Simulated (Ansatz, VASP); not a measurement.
**Two plane-wave programs on Cu**

```
Cu
1.0
    -1.44279    1.44279    1.37608
     1.44279   -1.44279    1.37608
     1.44279    1.44279   -1.37608
Cu
1
Direct
  0.00000 0.00000 0.00000
```

Alike in both runs: task electric field gradients; functional r2SCAN; k mesh 18 × 18 × 18; occupations fermi-dirac, width 0.05 eV; no spin polarisation.

|  | VASP | Ansatz |
| --- | --- | --- |
| version | VASP 6.6.1 | Ansatz 0.2.0 |
| potentials or method | VASP PAW PBE potentials, release 64 (Cu) | PAW with Ansatz's default frozen-core files, scalar-relativistic |
| plane-wave cutoff (eV) | 520 | 500 |
| valence electrons in the cell | 11 | 19 |

Ansatz gave:

```
pressure (GPa)                                                : 0.3
traceless stress, the component that is largest in VASP (GPa) : -0.12
size of Vzz on the site where it differs most (V/Å²)          : 0.2
```

Task: Estimate VASP's values.

Result: Pressure (GPa): 1.0; traceless stress, the component that is largest in VASP (GPa): -0.15; size of Vzz on the site where it differs most (V/Å²): 0.1.

VASP's potentials were made for PBE, not for r2SCAN. VASP's potentials hold 11 valence electrons a cell and Ansatz's 19, so a difference there can come from the potentials and not from the codes.
